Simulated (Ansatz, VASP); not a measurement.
# One calculation of Ga, two programs

```
Ga
1.0
     2.83166    0.00000    0.00000
    -1.41583    2.45229    0.00000
     0.00000    0.00000    4.84374
Ga
2
Direct
  0.33333 0.66667 0.25000
  0.66667 0.33333 0.75000
```

Change from the starting cell: volume scaled by 0.88, PAW files.

Alike in both runs: task single point; functional PBE; k mesh 14 × 14 × 8; occupations fermi-dirac, width 0.1 eV; no spin polarisation.

|  | VASP | Ansatz |
| --- | --- | --- |
| version | VASP 6.6.1 | Ansatz 0.2.0 |
| potentials or method | VASP PAW PBE potentials, release 64 (Ga_d) | PAW with Ansatz's default frozen-core files, scalar-relativistic |
| plane-wave cutoff (eV) | 520 | 420 |
| valence electrons in the cell | 26 | 26 |

Ansatz gave:

```
pressure (GPa) : 8.2
```

Problem. Which values does VASP return?

Solution. Pressure (GPa): 8.4.

The functional is the same, so the differences come from potentials, cutoffs and numerics.
